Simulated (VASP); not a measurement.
Write the native input for VASP 6.6.1 that does the following.

- Task: single point
- Functional: PBEsol-based screened hybrid with 25 % exact exchange
- Potentials or basis: VASP PAW PBE potentials, release 64 (Ti_sv, Al)
- Cutoff: 400 eV
- k mesh: 5 × 5 × 5
- Occupations: fermi-dirac, width 0.05 eV
- Spin: collinear spin
- Starting moments: [0.04, 0.0] μB
- Hubbard terms: Ti d U = 5.0 eV
- Dipole correction: no
- Grid for exact exchange (PRECFOCK): Normal
- Share of exact exchange: 0.25
- Further INCAR settings: ALGO = Normal; EDIFF = 1e-06; NBANDS = 18
- Screening parameter: 0.207 1/Å

The system is TiAl.

```
CELL_PARAMETERS angstrom
3.22090 0.00000 0.00000
0.00000 3.22090 0.00000
0.00000 0.00000 3.22090
ATOMIC_POSITIONS crystal
Ti 0.00000 0.00000 0.00000
Al 0.50000 0.50000 0.50000
```

These files were run (other wordings do the same):

POSCAR

```
TiAl
1.0
    3.2208985869      0.0000000000      0.0000000000
    0.0000000000      3.2208985869      0.0000000000
    0.0000000000      0.0000000000      3.2208985869
Ti Al
1 1
Direct
    0.0000000000      0.0000000000      0.0000000000
    0.5000000000      0.5000000000      0.5000000000
```

INCAR.step1

```
SYSTEM = TiAl
ALGO = Normal
EDIFF = 1E-5
ENCUT = 400
GGA = PE
GGA_COMPAT = .False.
ISIF = 2
ISMEAR = -1
ISPIN = 2
LASPH = .True.
LDAU = .True.
LDAUJ = 0 0
LDAUL = 2 -1
LDAUPRINT = 1
LDAUTYPE = 2
LDAUU = 5 0
LMAXMIX = 4
LORBIT = 11
LREAL = .False.
LWAVE = .True.
MAGMOM = 0.04 0
NBANDS = 18
NELM = 200
PREC = Accurate
SIGMA = 0.05
```

INCAR.step2

```
SYSTEM = TiAl
AEXX = 0.25
ALGO = Normal
EDIFF = 1E-6
ENCUT = 400
GGA = PS
GGA_COMPAT = .False.
HFSCREEN = 0.207
ISIF = 2
ISMEAR = -1
ISPIN = 2
ISTART = 1
LASPH = .True.
LCHARG = .True.
LDAU = .True.
LDAUJ = 0 0
LDAUL = 2 -1
LDAUPRINT = 1
LDAUTYPE = 2
LDAUU = 5 0
LELF = .True.
LHFCALC = .True.
LMAXMIX = 4
LORBIT = 11
LREAL = .False.
LVHAR = .True.
LWAVE = .False.
MAGMOM = 0.04 0
NBANDS = 18
NELM = 200
PREC = Accurate
PRECFOCK = Normal
SIGMA = 0.05
```

KPOINTS

```
k-points
0
Gamma
  5 5 5
  0 0 0
```

Potentials or basis: VASP PAW PBE potentials, release 64 (Ti_sv, Al).

Command:

```sh
$ cat potpaw_PBE.64/Ti_sv/POTCAR potpaw_PBE.64/Al/POTCAR > POTCAR
$ cp INCAR.step1 INCAR
$ mpirun -np 1 vasp_std > vasp.out
$ cp INCAR.step2 INCAR
$ mpirun -np 1 vasp_std > vasp.out
```

Results of the run:

* Pressure: -3.0 GPa
* Net moment: 0.36 μB per cell
* Site moments: Ti +0.35; Al -0.01 μB
* Valence electrons inside the program's atomic spheres: Ti 10.04; Al 0.89

Caveat: the k points lie up to 0.39 Å⁻¹ apart; a moment this small can come from the mesh or the smearing; the PAW data sets were made with another functional, which shifts forces and pressure a little; the U is typed as a test and isn't derived for this compound.

It took 12 min on 1 thread of Intel(R) Xeon(R) Platinum 8488C (Sapphire Rapids), on a shared host, peak memory 0.26 GiB.
